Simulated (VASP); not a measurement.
Wanted: the native input for a VASP 6.6.1 run.

* Task: single point
* Functional: LDA
* Potentials or basis: VASP PAW LDA potentials, release 64 (Ni, Ge_d)
* Cutoff: 520 eV
* k mesh: 6 × 6 × 6
* Occupations: fermi-dirac, width 0.1 eV
* Spin: collinear spin, ferromagnetic start
* Starting moments: [0.41, 0.41, 0.41, 0.01] μB
* Fixed moment: 1.1 μB
* Dipole correction: no
* Further INCAR settings: ALGO = Normal; EDIFF = 1e-06; NBANDS = 34

The structure of Ni3Ge lies in POSCAR:

```
Ni3Ge
1.0
    3.5303340000      0.0000000000      0.0000000000
    0.0000000000      3.5303340000      0.0000000000
    0.0000000000      0.0000000000      3.5303340000
Ni Ge
3 1
Direct
    0.5000000000      0.0000000000      0.5000000000
    0.0000000000      0.5000000000      0.5000000000
    0.5000000000      0.5000000000      0.0000000000
    0.0000000000      0.0000000000      0.0000000000
```

One way to write it, as run:

INCAR

```
PREC = Accurate
ENCUT = 520
EDIFF = 1E-6
ISMEAR = -1
SIGMA = 0.1
LREAL = False
LASPH = True
NELM = 150
ALGO = Normal
ISIF = 2
LWAVE = False
LCHARG = False
ISPIN = 2
MAGMOM = 0.41 0.41 0.41 0.01
LORBIT = 11
NUPDOWN = 1.1
LMAXMIX = 4
GGA = CA
NBANDS = 34
```

KPOINTS

```
regular mesh
0
Gamma
  6 6 6
```

Potentials or basis: VASP PAW LDA potentials, release 64 (Ni, Ge_d).

Run with:

```console
$ cat potpaw_LDA.64/Ni/POTCAR potpaw_LDA.64/Ge_d/POTCAR > POTCAR
$ mpirun -np 1 vasp_std > vasp.out
```

It gave:

```yaml
Pressure: -5.7 GPa
Net_moment: 1.10 μB per cell
Site_moments: Ni +0.36; Ge +0.02 μB
Valence_electrons_inside_the_program's_atomic_spheres: Ni 9.46; Ge 12.50
```

Caveat: the total moment is fixed, so each spin has its own Fermi level.

It took 30 s on 1 thread of Intel(R) Xeon(R) 6975P-C (Granite Rapids), with other jobs on the host, peak memory 0.17 GiB.
